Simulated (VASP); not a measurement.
# SiW8C8 in VASP: single point with PBEsol

Aim: the single point of SiW8C8 with PBEsol.

Everything below comes from runs of VASP 6.6.1. Logs are shortened: lines on timing, memory, paths and dates and some standing lists are left out, and cuts for length are marked.

### Step 1. The cell of the first run

The cell holds a slab with vacuum, 17 atoms: a = 5.795 Å, b = 5.795 Å, c = 17.244 Å, α = 90.00°, β = 90.00°, γ = 120.00°.

### Step 2. Single point, PBEsol

File INCAR:

```
PREC = Accurate ; ENCUT = 520
EDIFF = 1E-7 ; ISMEAR = 0
SIGMA = 0.05 ; LREAL = Auto
LASPH = True ; NELM = 60
ALGO = Normal ; ISIF = 2
LWAVE = False ; LCHARG = False
GGA = PS ; NBANDS = 88
```

File KPOINTS:

```
regular mesh
0
Gamma
  4 4 1
```

File POSCAR:

```
SiW8C8
1.0
    5.7948000000      0.0000000000      0.0000000000
   -2.8974000000      5.0184440000      0.0000000000
    0.0000000000      0.0000000000     17.2442500000
W C Si
8 8 1
Direct
    0.0000000000      0.0000000000      0.0579902866
   -0.0010614734      0.0013691495      0.2179444163
    0.0000000000      0.5000000000      0.0579902866
    0.0001118262      0.5002022539      0.2228018035
    0.5000000000      0.0000000000      0.0579902866
    0.4999957654      0.0002510738      0.2228343941
    0.5000000000      0.5000000000      0.0579902866
    0.5016367843      0.4985427754      0.2233995100
    0.3357111009      0.1680277791      0.1338193891
    0.3221550775      0.1673542636      0.2929310930
    0.3337575510      0.6660327384      0.1346912159
    0.3328757308      0.6686295593      0.2885811212
    0.8325844805      0.1673885372      0.1334992244
    0.8365140200      0.1644334379      0.2872826014
    0.8319088729      0.6641722016      0.1339109558
    0.8333453204      0.6784180515      0.2928823231
    0.0785285958      0.9222135387      0.3620293141
```

Potentials or basis: VASP PAW PBE potentials, release 64 (W_sv, C, Si).

On the command line:

```
> cat potpaw_PBE.64/W_sv/POTCAR potpaw_PBE.64/C/POTCAR potpaw_PBE.64/Si/POTCAR > POTCAR
> mpirun -np 1 vasp_std > vasp.out
```

OUTCAR:

```text
PREC = Accurate
   ENCUT = 520
   EDIFF = 1E-7
   ISMEAR = 0
   LREAL = Auto
   LASPH = True
   NELM = 60
   ISIF = 2
   GGA = PS

 ion  position               nearest neighbor table
   1  0.000  0.000  0.058-  13 2.13   9 2.13  15 2.13   2 2.76   7 2.90   3 2.90   3 2.90   7 2.90
                             5 2.90   5 2.90
   2  0.999  0.001  0.218-  14 2.02  16 2.07  10 2.07  13 2.21   9 2.23  15 2.23  17 2.61   1 2.76
                             4 2.89   6 2.89   8 2.90   8 2.90   6 2.91   4 2.91
   3  0.000  0.500  0.058-  13 2.12  15 2.12  11 2.13   4 2.84   5 2.90   1 2.90   1 2.90   5 2.90
                             7 2.90   7 2.90
   4  0.000  0.500  0.223-  12 2.02  14 2.02  16 2.11  11 2.26  15 2.26  13 2.27   3 2.84   8 2.88
                             2 2.89   6 2.90   6 2.90   2 2.91   8 2.91  17 3.29
   5  0.500  0.000  0.058-  13 2.12   9 2.12  11 2.14   6 2.84   7 2.90   3 2.90   7 2.90   3 2.90
                             1 2.90   1 2.90
   6  0.500  0.000  0.223-  12 2.01  14 2.02  10 2.11  11 2.26   9 2.27  13 2.27   5 2.84   8 2.88
                             2 2.89   4 2.90   4 2.90   2 2.91   8 2.91  17 3.29
   7  0.500  0.500  0.058-   9 2.12  15 2.12  11 2.13   8 2.85   1 2.90   5 2.90   5 2.90   1 2.90
                             3 2.90   3 2.90
   8  0.502  0.499  0.223-  12 2.04  10 2.05  16 2.05  15 2.26   9 2.27  11 2.27   7 2.85   6 2.88
                             4 2.88   2 2.90   2 2.90   4 2.91   6 2.91
   9  0.336  0.168  0.134-   7 2.12   5 2.12   1 2.13   2 2.23   6 2.27   8 2.27
  10  0.322  0.167  0.293-  17 1.85   8 2.05   2 2.07   6 2.11
  11  0.334  0.666  0.135-   7 2.13   3 2.13   5 2.14   4 2.26   6 2.26   8 2.27
  12  0.333  0.669  0.289-   6 2.01   4 2.02   8 2.04
  13  0.833  0.167  0.133-   5 2.12   3 2.12   1 2.13   2 2.21   6 2.27   4 2.27
  14  0.837  0.164  0.287-   4 2.02   6 2.02   2 2.02
  15  0.832  0.664  0.134-   7 2.12   3 2.12   1 2.13   2 2.23   8 2.26   4 2.26
  16  0.833  0.678  0.293-  17 1.85   8 2.05   2 2.07   4 2.11
  17  0.079  0.922  0.362-  10 1.85  16 1.85   2 2.61   6 3.29   4 3.29

  LATTYP: Found a hexagonal cell.
 ALAT       =     5.7948000000
 C/A-ratio  =     2.9758145234

  Lattice vectors:

 A1 = (   5.7948000000,   0.0000000000,   0.0000000000)
 A2 = (  -2.8974000000,   5.0184440000,   0.0000000000)
 A3 = (   0.0000000000,   0.0000000000,  17.2442500000)

Analysis of symmetry for initial positions (statically):
=====================================================================
 Subroutine PRICEL returns:
 Original cell was already a primitive cell.

 Routine SETGRP: Setting up the symmetry group for a
 hexagonal supercell.

 Subroutine GETGRP returns: Found  1 space group operations
 (whereof  1 operations were pure point group operations)
 out of a pool of 24 trial point group operations.

The static configuration has the point symmetry C_1 .

Analysis of symmetry for dynamics (positions and initial velocities):
=====================================================================
 Subroutine PRICEL returns:
 Original cell was already a primitive cell.

 Routine SETGRP: Setting up the symmetry group for a
 hexagonal supercell.

 Subroutine GETGRP returns: Found  1 space group operations
 (whereof  1 operations were pure point group operations)
 out of a pool of 24 trial point group operations.

The dynamic configuration has the point symmetry C_1 .

 Subroutine INISYM returns: Found  1 space group operations
 (whereof  1 operations are pure point group operations),
 and found     1 'primitive' translations

----------------------------------------------------------------------------------------

                                     Primitive cell

  volume of cell :     501.4780

  direct lattice vectors                    reciprocal lattice vectors
     5.794800000  0.000000000  0.000000000     0.172568510  0.099632476  0.000000000
    -2.897400000  5.018444000  0.000000000     0.000000000  0.199264951  0.000000000
     0.000000000  0.000000000 17.244250000     0.000000000  0.000000000  0.057990345

  length of vectors
     5.794800000  5.794799991 17.244250000     0.199264951  0.199264951  0.057990345

  position of ions in fractional coordinates (direct lattice)
     0.000000000  0.000000000  0.057990287
     0.998938527  0.001369150  0.217944416
     0.000000000  0.500000000  0.057990287
     0.000111826  0.500202254  0.222801803
     0.500000000  0.000000000  0.057990287
     0.499995765  0.000251074  0.222834394
[... 9 lines left out ...]
     0.833345320  0.678418052  0.292882323
     0.078528596  0.922213539  0.362029314

  ion indices of the primitive-cell ions
   primitive index   ion index
                 1           1
                 2           2
                 3           3
                 4           4
                 5           5
                 6           6
[... 9 lines left out ...]
                16          16
                17          17

----------------------------------------------------------------------------------------

 KPOINTS: regular mesh

Automatic generation of k-mesh.
 Grid dimensions read from file:
 generate k-points for:    4    4    1

 Generating k-lattice:

  Cartesian coordinates                     Fractional coordinates (reciprocal lattice)
     0.043142127  0.024908119  0.000000000     0.250000000  0.000000000  0.000000000
     0.000000000  0.049816238  0.000000000     0.000000000  0.250000000  0.000000000
     0.000000000  0.000000000  0.057990345     0.000000000  0.000000000  1.000000000

  Length of vectors
     0.049816238  0.049816238  0.057990345

  Shift w.r.t. Gamma in fractional coordinates (k-lattice)
     0.000000000  0.000000000  0.000000000

 Subroutine IBZKPT returns following result:
 ===========================================

 Found     10 irreducible k-points:

 Following reciprocal coordinates:
            Coordinates               Weight
  0.000000  0.000000  0.000000      1.000000
  0.250000  0.000000  0.000000      2.000000
  0.000000  0.250000  0.000000      2.000000
 -0.250000  0.250000  0.000000      2.000000
  0.500000  0.000000  0.000000      1.000000
  0.000000  0.500000  0.000000      1.000000
  0.500000  0.500000  0.000000      1.000000
  0.250000  0.250000  0.000000      2.000000
 -0.250000  0.500000  0.000000      2.000000
  0.500000  0.250000  0.000000      2.000000
   k-points           NKPTS =     10   k-points in BZ     NKDIM =     10   number of bands    NBANDS=     88
   number of dos      NEDOS =    301   number of ions     NIONS =     17
   total plane-waves  NPLWV = 294912
   dimension x,y,z NGX =    48 NGY =   48 NGZ =  128
   dimension x,y,z NGXF=    96 NGYF=   96 NGZF=  256
   ions per type =               8   8   1
   NGX,Y,Z   is equivalent  to a cutoff of  13.77, 13.77, 12.34 a.u.
   NGXF,Y,Z  is equivalent  to a cutoff of  27.54, 27.54, 24.68 a.u.
 SYSTEM =  unknown system
   PREC   = accura    normal or accurate (medium, high low for compatibility)
   ISTART =      0    job   : 0-new  1-cont  2-samecut
   ICHARG =      2    charge: 1-file 2-atom 10-const
   ISPIN  =      1    spin polarized calculation?
   LNONCOLLINEAR =      F non collinear calculations
   LSORBIT =      F    spin-orbit coupling
   LASPH  =      T    aspherical Exc in radial PAW
   ENCUT  =  520.0 eV  38.22 Ry    6.18 a.u.  10.77 10.77 32.06*2*pi/ulx,y,z
   NELM   =     60;   NELMIN=  2; NELMDL= -5     # of ELM steps
   EDIFF  = 0.1E-06   stopping-criterion for ELM
   LREAL  =      T    real-space projection
   EDIFFG = 0.1E-05   stopping-criterion for IOM
   NSW    =      0    number of steps for IOM
   IBRION =     -1    ionic relax: 0-MD 1-quasi-New 2-CG
   NFREE  =      0    steps in history (QN), initial steepest desc. (CG)
   ISIF   =      2    stress and relaxation
   ISYM   =      2    0-nonsym 1-usesym 2-fastsym
   POTIM  = 0.5000    time-step for ionic-motion
   TEBEG  =    0.0;   TEEND  =   0.0 temperature during run
   PSTRESS=    0.0 pullay stress
   NELECT =     148.0000    total number of electrons
   NUPDOWN=      -1.0000    fix difference up-down
   EMIN   =  10.00;   EMAX   =-10.00  energy-range for DOS
   EFERMI =   0.00;   METHOD = LEGACY
   ISMEAR =     0;   SIGMA  =   0.05  broadening in eV -4-tet -1-fermi 0-gaus
   EFERMI_NEDOS =   21; number of points for ismear=-14 and -15
   IALGO  =     38    algorithm
   IMIX   =      4    mixing-type and parameters
     AMIX     =   0.40;   BMIX     =  1.00
     AMIX_MAG =   1.60;   BMIX_MAG =  1.00
  volume/ion in A,a.u.               =      29.50       199.07
  Fermi-wavevector in a.u.,A,eV,Ry     =   1.089962  2.059730 16.163962  1.188018
  Thomas-Fermi vector in A             =   2.226177
   LORBIT       =      0    0 simple, 1 ext, 2 COOP (PROOUT), +10 PAW based schemes
   GGA     = PS    functional components
   LHFCALC =     F    Hartree Fock is set to
   AEXX    =    0.0000 exact exchange contribution
   IVDW    =     0    specifies the selected vdW correction
   LEPSILON=     F    determine dielectric tensor
   LRPA    =     F    only Hartree local field effects (RPA)
 non-spin polarized calculation
 Gauss-broadening in eV      SIGMA  =   0.05
  energy-cutoff  :      520.00
  volume of cell :      501.48
 maximum number of plane-waves:     13524
 NGX is ok and might be reduce to    48
   NGX = 21   NGY = 21   NGZ = 65

 number of electron     147.9999989 magnetization

 Free energy of the ion-electron system (eV)
  ---------------------------------------------------
  ext. energy  EPLUGINS =         0.00000000
  ---------------------------------------------------
  free energy    TOTEN  =      -179.91893137 eV

  energy without entropy =     -179.90886374  energy(sigma->0) =     -179.91389756

 E-fermi :   0.5966     XC(G=0):  -6.1411

 val. band max:        0.5419675877   @ k =   0.2500   0.0000   0.0000
 cond. band min:       0.6215468327   @ k =  -0.2500   0.5000   0.0000
 fundamental gap:      0.0795792450
 Fermi energy:         0.5965514377

 k-point     1 :       0.0000    0.0000    0.0000
  band No.  band energies     occupation
      1     -73.2655      2.00000
      2     -73.2007      2.00000
      3     -73.1888      2.00000
      4     -73.1668      2.00000
      5     -73.1446      2.00000
      6     -73.1363      2.00000
[... 78 lines left out ...]
     85       3.8623      0.00000
     86       3.9964      0.00000

 k-point     2 :       0.2500    0.0000    0.0000
  band No.  band energies     occupation
      1     -73.2618      2.00000
      2     -73.1953      2.00000
      3     -73.1839      2.00000
      4     -73.1715      2.00000
      5     -73.1478      2.00000
      6     -73.1401      2.00000
[... 701 lines left out ...]
     85       3.0117      0.00000
     86       3.3347      0.00000

 k-point    10 :       0.5000    0.2500    0.0000
  band No.  band energies     occupation
      1     -73.2572      2.00000
      2     -73.1938      2.00000
      3     -73.1741      2.00000
      4     -73.1726      2.00000
      5     -73.1565      2.00000
      6     -73.1459      2.00000
[... 78 lines left out ...]
     85       3.0093      0.00000
     86       3.3349      0.00000
 [bands above 86 left out]

------------------------ aborting loop because EDIFF is reached ----------------------------------------

  FORCE on cell =-STRESS in cart. coord.  units (eV):
  Direction    XX          YY          ZZ          XY          YZ          ZX
  --------------------------------------------------------------------------------------
  -------------------------------------------------------------------------------------
  Total       -0.7134308     -1.0007908      1.0382366     -0.3393496     -0.0489391     -0.0488977
  in kB       -2.2793478     -3.1974372      3.3170733     -1.0841918     -0.1563560     -0.1562239
  external PRESSURE =      -0.7199039 kB  Pullay stress =       0.0000000 kB

 VOLUME and BASIS-vectors are now :
 -----------------------------------------------------------------------------
  energy-cutoff  :      520.00
  volume of cell :      501.48
      direct lattice vectors                 reciprocal lattice vectors
     5.794800000  0.000000000  0.000000000     0.172568510  0.099632476  0.000000000
    -2.897400000  5.018444000  0.000000000     0.000000000  0.199264951  0.000000000
     0.000000000  0.000000000 17.244250000     0.000000000  0.000000000  0.057990345

 POSITION                                       TOTAL-FORCE (eV/Angst)
 -----------------------------------------------------------------------------------
      0.00000      0.00000      1.00000         0.080659     -0.052601     -0.548786
      5.78468      0.00687      3.75829         0.015348     -0.007445     -0.011575
     -1.44870      2.50922      1.00000        -0.000576      0.143446      0.041706
     -1.44864      2.51024      3.84205        -0.010360      0.021684     -0.021372
      2.89740      0.00000      1.00000        -0.122083     -0.073801      0.046470
      2.89665      0.00126      3.84261        -0.005144      0.008855     -0.031616
[... 9 lines left out ...]
      2.86342      3.40460      5.05054        -0.020156     -0.030020      0.034712
     -2.21696      4.62808      6.24292        -0.001792     -0.004252      0.079917
 -----------------------------------------------------------------------------------
    total drift:                               -0.001649      0.004118     -0.007693

  FREE ENERGIE OF THE ION-ELECTRON SYSTEM (eV)
  ---------------------------------------------------
  free  energy   TOTEN  =      -179.9189313703 eV

  energy  without entropy=     -179.9088637429  energy(sigma->0) =     -179.91389756
```

It took 44 min on 1 thread of Intel Xeon 8259CL, shared host; peak memory 0.78 GiB.

What came out:

```
Free energy            : -179.9189 eV
Largest force          : 0.557 eV/Å
Band gap on the k mesh : zero (bands 74 and 75 overlap by 0.93 eV)
```

Forces on the atoms (eV/Å):
```
W    0.081 -0.053 -0.549
W    0.015 -0.007 -0.012
W   -0.001  0.143  0.042
W   -0.010  0.022 -0.021
W   -0.122 -0.074  0.046
W   -0.005  0.009 -0.032
W    0.043 -0.021  0.218
W    0.012  0.003 -0.011
C    0.004  0.003  0.005
C    0.011  0.036  0.028
C    0.003  0.007 -0.001
C   -0.012 -0.024  0.099
C    0.001  0.001 -0.008
C    0.000 -0.010  0.092
C    0.003  0.000 -0.011
C   -0.020 -0.030  0.035
Si  -0.002 -0.004  0.080
```

Levels at points of the mesh, in eV from the Fermi level:
```csv
k point,band 71,band 72,band 73,band 74,band 75,band 76,band 77,band 78
"(0.00, 0.00, 0.00)",0.25,0.25,0.40,0.55,0.61,0.71,0.96,1.40
"(0.50, 0.00, 0.00)",-0.97,-0.78,-0.62,-0.46,-0.38,0.54,1.20,1.49
"(0.00, 0.50, 0.00)",-0.97,-0.78,-0.62,-0.46,-0.38,0.53,1.20,1.49
"(0.50, 0.50, 0.00)",-0.88,-0.80,-0.75,-0.37,-0.35,0.87,1.22,1.50
```

Caveat: there is no dipole correction, which matters where the two faces differ; the PAW data sets were made with another functional, which shifts forces and pressure a little; spin-orbit coupling is left out, which moves the levels of the heavy elements.

The gap in the log of VASP goes by the Fermi energy; the results here count the filled bands.